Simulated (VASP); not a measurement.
# MgO (Amm2) in VASP: notebook

MgO is run at these levels: PBE; tasks: single point.

Everything below comes from runs of VASP 6.6.1. Logs are shortened: lines on timing, memory, paths and dates and some standing lists are left out, and cuts for length are marked.

## 1. The cell of the first run

It takes space group Amm2 (No. 38, orthorhombic). The conventional cell has a = 4.254 Å, b = 6.016 Å, c = 6.016 Å, α = 90.00°, β = 90.00°, γ = 90.00°. Mg (site symmetry mm2) has 4 O at 1.75 to 2.21 Å within 2.3 Å. Mg (site symmetry mm2) has 6 O at 2.13 Å and 1 Mg at 2.41 Å within 2.8 Å. Within 2.8 Å of Mg (site symmetry m) lie 6 O at 2.13 Å and 2 Mg at 2.76 Å. Within 2.3 Å of O (site symmetry m) lie 5 Mg at 1.75 to 2.13 Å. Within 2.8 Å of O (site symmetry mm2) lie 6 Mg at 2.13 to 2.21 Å. O (site symmetry mm2) has 6 Mg at 2.13 Å within 2.8 Å.

## 2. Single point, PBE (atom 1 (Mg) moved -0.600 Å towards its neighbour atom 2 (Mg) at 3.008 Å)

File INCAR:

```
SYSTEM = MgO
PREC = Accurate
ENCUT = 520
EDIFF = 1E-7
ISMEAR = 0
SIGMA = 0.05
LREAL = .FALSE.
LASPH = .TRUE.
NELM = 100
ALGO = Normal
ISIF = 2
LWAVE = .FALSE.
LCHARG = .TRUE.
GGA = PE
LELF = .TRUE.
LVHAR = .TRUE.
NBANDS = 26
```

File KPOINTS:

```
Automatic mesh
0
G
  6 6 6
  0 0 0
```

File POSCAR:

```
MgO
1.0
    4.2538458108      0.0000000000      0.0000000000
    0.0000000000     -4.2538458108      0.0000000000
    0.0000000000      0.0000000000     -4.2538458108
Mg O
4 4
Direct
    0.0997365884      0.0997365884      0.0000000000
    0.5000000000      0.5000000000      0.0000000000
    0.5000000000      0.0000000000      0.5000000000
    0.0000000000      0.5000000000      0.5000000000
    0.5000000000      0.0000000000      0.0000000000
    0.0000000000      0.5000000000      0.0000000000
    0.0000000000      0.0000000000      0.5000000000
    0.5000000000      0.5000000000      0.5000000000
```

Potentials or basis: VASP PAW PBE potentials, release 64 (Mg, O).

Command:

```
$ cat potpaw_PBE.64/Mg/POTCAR potpaw_PBE.64/O/POTCAR > POTCAR
$ mpirun -np 1 vasp_std > vasp.out
```

OUTCAR:

```text
SYSTEM = MgO
   PREC = Accurate
   ENCUT = 520
   EDIFF = 1E-7
   ISMEAR = 0
   LREAL = .FALSE.
   LASPH = .TRUE.
   NELM = 100
   ISIF = 2
   GGA = PE

 ion  position               nearest neighbor table
   1  0.100  0.100  0.000-   5 1.75   6 1.75   7 2.21   7 2.21   2 2.41   6 2.59   5 2.59   4 2.76
                             4 2.76   3 2.76   3 2.76   2 3.07   2 3.07   4 3.35   3 3.35   4 3.35
   2  0.500  0.500  0.000-   5 2.13   6 2.13   8 2.13   8 2.13   5 2.13   6 2.13   1 2.41   4 3.01
                             4 3.01   3 3.01   3 3.01   3 3.01   4 3.01   3 3.01   4 3.01   1 3.07
   3  0.500  0.000  0.500-   5 2.13   7 2.13   8 2.13   5 2.13   8 2.13   7 2.13   1 2.76   1 2.76
                             2 3.01   2 3.01   4 3.01   4 3.01   2 3.01   4 3.01   2 3.01   4 3.01
   4  0.000  0.500  0.500-   6 2.13   7 2.13   8 2.13   6 2.13   7 2.13   8 2.13   1 2.76   1 2.76
                             2 3.01   3 3.01   3 3.01   2 3.01   3 3.01   2 3.01   2 3.01   3 3.01
   5  0.500  0.000  0.000-   1 1.75   2 2.13   3 2.13   3 2.13   2 2.13   1 2.59
   6  0.000  0.500  0.000-   1 1.75   2 2.13   4 2.13   4 2.13   2 2.13   1 2.59
   7  0.000  0.000  0.500-   3 2.13   4 2.13   4 2.13   3 2.13   1 2.21   1 2.21
   8  0.500  0.500  0.500-   2 2.13   3 2.13   4 2.13   2 2.13   3 2.13   4 2.13

  LATTYP: Found a simple cubic cell.
 ALAT       =     4.2538458108

  Lattice vectors:

 A1 = (   4.2538458108,   0.0000000000,   0.0000000000)
 A2 = (   0.0000000000,  -4.2538458108,   0.0000000000)
 A3 = (   0.0000000000,   0.0000000000,  -4.2538458108)

Analysis of symmetry for initial positions (statically):
=====================================================================
 Subroutine PRICEL returns:
 Original cell was already a primitive cell.

 Routine SETGRP: Setting up the symmetry group for a
 simple cubic supercell.

 Subroutine GETGRP returns: Found  4 space group operations
 (whereof  4 operations were pure point group operations)
 out of a pool of 48 trial point group operations.

The static configuration has the point symmetry C_2v.

Analysis of symmetry for dynamics (positions and initial velocities):
=====================================================================
 Subroutine PRICEL returns:
 Original cell was already a primitive cell.

 Routine SETGRP: Setting up the symmetry group for a
 simple cubic supercell.

 Subroutine GETGRP returns: Found  4 space group operations
 (whereof  4 operations were pure point group operations)
 out of a pool of 48 trial point group operations.

The dynamic configuration has the point symmetry C_2v.

 Subroutine INISYM returns: Found  4 space group operations
 (whereof  4 operations are pure point group operations),
[... 117 lines left out ...]
   TEBEG  =    0.0;   TEEND  =   0.0 temperature during run
   PSTRESS=    0.0 pullay stress
   NELECT =      32.0000    total number of electrons
   NUPDOWN=      -1.0000    fix difference up-down
   EMIN   =  10.00;   EMAX   =-10.00  energy-range for DOS
   EFERMI =   0.00;   METHOD = LEGACY
   ISMEAR =     0;   SIGMA  =   0.05  broadening in eV -4-tet -1-fermi 0-gaus
   EFERMI_NEDOS =   21; number of points for ismear=-14 and -15
   IALGO  =     38    algorithm
   IMIX   =      4    mixing-type and parameters
     AMIX     =   0.40;   BMIX     =  1.00
     AMIX_MAG =   1.60;   BMIX_MAG =  1.00
  volume/ion in A,a.u.               =       9.62        64.93
  Fermi-wavevector in a.u.,A,eV,Ry     =   1.221827  2.308918 20.311613  1.492861
  Thomas-Fermi vector in A             =   2.356996
   LORBIT       =      0    0 simple, 1 ext, 2 COOP (PROOUT), +10 PAW based schemes
   GGA     = PE    functional components
   LHFCALC =     F    Hartree Fock is set to
   AEXX    =    0.0000 exact exchange contribution
   IVDW    =     0    specifies the selected vdW correction
   LEPSILON=     F    determine dielectric tensor
   LRPA    =     F    only Hartree local field effects (RPA)
 non-spin polarized calculation
 Gauss-broadening in eV      SIGMA  =   0.05
  energy-cutoff  :      520.00
  volume of cell :       76.97
 maximum number of plane-waves:      2103
   NGX = 15   NGY = 15   NGZ = 15

 number of electron      31.9999976 magnetization

 Free energy of the ion-electron system (eV)
  ---------------------------------------------------
  ext. energy  EPLUGINS =         0.00000000
  ---------------------------------------------------
  free energy    TOTEN  =       -45.70011203 eV

  energy without entropy =      -45.70011203  energy(sigma->0) =      -45.70011203

 E-fermi :   3.1691     XC(G=0): -10.8968

 val. band max:        2.9179576698   @ k =   0.0000   0.0000   0.0000
 cond. band min:       7.2889263071   @ k =   0.0000   0.0000   0.0000
 fundamental gap:      4.3709686373
 Fermi energy:         3.1690729191

 k-point     1 :       0.0000    0.0000    0.0000
  band No.  band energies     occupation
      1     -14.2467      2.00000
      2     -12.9059      2.00000
      3     -12.8771      2.00000
      4     -12.5479      2.00000
      5      -1.0707      2.00000
      6      -1.0643      2.00000
[... 685 lines left out ...]
     25      15.4695      0.00000
     26      16.1277      0.00000

 [... further k-points ...]

------------------------ aborting loop because EDIFF is reached ----------------------------------------

  FORCE on cell =-STRESS in cart. coord.  units (eV):
  Direction    XX          YY          ZZ          XY          YZ          ZX
  --------------------------------------------------------------------------------------
  -------------------------------------------------------------------------------------
  Total        6.7540045      6.7540045      0.1848640      1.3406548      0.0000000      0.0000000
  in kB      140.5810229    140.5810229      3.8478454     27.9050188      0.0000000      0.0000000
  external PRESSURE =      95.0032971 kB  Pullay stress =       0.0000000 kB

 VOLUME and BASIS-vectors are now :
 -----------------------------------------------------------------------------
  energy-cutoff  :      520.00
  volume of cell :       76.97
      direct lattice vectors                 reciprocal lattice vectors
     4.253845811  0.000000000  0.000000000     0.235081393  0.000000000  0.000000000
     0.000000000 -4.253845811  0.000000000     0.000000000 -0.235081393  0.000000000
     0.000000000  0.000000000 -4.253845811     0.000000000  0.000000000 -0.235081393

 POSITION                                       TOTAL-FORCE (eV/Angst)
 -----------------------------------------------------------------------------------
      0.42426     -0.42426      0.00000        -5.268572      5.268572      0.000000
      2.12692     -2.12692      0.00000         1.551708     -1.551708      0.000000
      2.12692      0.00000     -2.12692         0.955138      0.368881      0.000000
      0.00000     -2.12692     -2.12692        -0.368881     -0.955138      0.000000
      2.12692      0.00000      0.00000         2.705642      0.069183      0.000000
      0.00000     -2.12692      0.00000        -0.069183     -2.705642      0.000000
      0.00000      0.00000     -2.12692         0.646130     -0.646130      0.000000
      2.12692     -2.12692     -2.12692        -0.151981      0.151981      0.000000
 -----------------------------------------------------------------------------------
    total drift:                                0.000006     -0.000006     -0.000000

  FREE ENERGIE OF THE ION-ELECTRON SYSTEM (eV)
  ---------------------------------------------------
  free  energy   TOTEN  =       -45.7001120272 eV

  energy  without entropy=      -45.7001120272  energy(sigma->0) =      -45.70011203
```

stdout:

```text
POSCAR found type information on POSCAR MgO
 POSCAR found :  2 types and       8 ions
 scaLAPACK will be used
 LDA part: xc-table for (Slater+PW92), standard interpolation
 POSCAR, INCAR and KPOINTS ok, starting setup
 FFT: planning ... GRIDC
 FFT: planning ... GRID_SOFT
 FFT: planning ... GRID
 WAVECAR not read
 entering main loop
```

It took 2.2 min on 1 thread of Intel Xeon 8259CL, shared host; peak memory 0.22 GiB.

What came out:

```yaml
Free_energy: -45.7001 eV
Pressure: 9.5 GPa
Largest_force: 7.451 eV/Å
Band_gap_on_the_k_mesh: 4.37 eV
```

Forces on the atoms (eV/Å):
```
Mg  -5.269  5.269  0.000
Mg   1.552 -1.552  0.000
Mg   0.955  0.369  0.000
Mg  -0.369 -0.955  0.000
O    2.706  0.069  0.000
O   -0.069 -2.706  0.000
O    0.646 -0.646  0.000
O   -0.152  0.152  0.000
```

Caveat: the cell differs from its parent crystal (atom 1 (Mg) moved -0.600 Å towards its neighbour atom 2 (Mg) at 3.008 Å); the cell stands under pressure; forces of over 1 eV/Å act on the atoms, so gaps and moduli don't describe the material at rest.

## 3. Single point, PBE (atom 1 (Mg) moved +0.450 Å towards its neighbour atom 2 (Mg) at 3.008 Å)

File INCAR:

```
SYSTEM = MgO
ALGO = Normal
EDIFF = 1E-6
ENCUT = 520
GGA = PE
ISIF = 2
ISMEAR = 0
LASPH = .True.
LCHARG = .False.
LREAL = .False.
LWAVE = .False.
NBANDS = 26
NELM = 100
PREC = Accurate
SIGMA = 0.05
```

File KPOINTS:

```
k-points
0
Gamma
  6 6 6
  0 0 0
```

POSCAR, as its differences from that of step 2:

```diff
@@ -8,3 +8,3 @@
 Direct
-    0.0997365884      0.0997365884      0.0000000000
+   -0.0748024413     -0.0748024413      0.0000000000
     0.5000000000      0.5000000000      0.0000000000
```

Potentials or basis: VASP PAW PBE potentials, release 64 (Mg, O).

Command:

```
$ cat potpaw_PBE.64/Mg/POTCAR potpaw_PBE.64/O/POTCAR > POTCAR
$ mpirun -np 1 vasp_std > vasp.out
```

Wall time 95 s (1 thread of Intel Xeon 8259CL, shared host); peak memory 0.22 GiB.

The run converged. Its results:

| Item | Value |
| --- | --- |
| Free energy | -46.6280 eV |
| Pressure | 4.9 GPa |
| Largest force | 4.993 eV/Å |
| Band gap on the k mesh | 4.41 eV |

Forces on the atoms (eV/Å):
```
Mg   3.531 -3.531  0.000
Mg  -0.987  0.987  0.000
Mg  -0.743 -0.257  0.000
Mg   0.257  0.743  0.000
O   -1.477  0.204  0.000
O   -0.204  1.477  0.000
O   -0.477  0.477  0.000
O    0.101 -0.101  0.000
```

Stress tensor (GPa, compression positive):
```
 7.49  0.89  0.00
 0.89  7.49  0.00
 0.00  0.00 -0.16
```

Levels at points of the mesh, in eV from the valence-band top:
| k point | band 13 | band 14 | band 15 | band 16 | band 17 | band 18 | band 19 | band 20 |
| --- | --- | --- | --- | --- | --- | --- | --- | --- |
| (0.00, 0.00, 0.00) | -1.23 | -0.06 | -0.01 | 0.00 | 4.41 | 8.92 | 8.93 | 9.26 |
| (0.50, 0.00, 0.00) | -0.80 | -0.80 | -0.64 | -0.63 | 7.52 | 7.86 | 10.44 | 10.89 |
| (0.00, 0.00, 0.50) | -0.85 | -0.69 | -0.68 | -0.66 | 7.74 | 7.78 | 10.50 | 10.71 |
| (0.50, 0.50, 0.00) | -0.81 | -0.61 | -0.58 | -0.48 | 8.75 | 9.16 | 9.25 | 9.51 |
| (0.00, 0.50, 0.50) | -0.72 | -0.69 | -0.61 | -0.44 | 8.97 | 8.98 | 9.33 | 9.40 |
| (0.50, 0.50, 0.50) | -0.58 | -0.54 | -0.49 | -0.41 | 7.52 | 7.69 | 7.76 | 7.85 |

Caveat: the cell differs from its parent crystal (atom 1 (Mg) moved +0.450 Å towards its neighbour atom 2 (Mg) at 3.008 Å); the cell stands under pressure; forces of over 1 eV/Å act on the atoms, so gaps and moduli don't describe the material at rest.
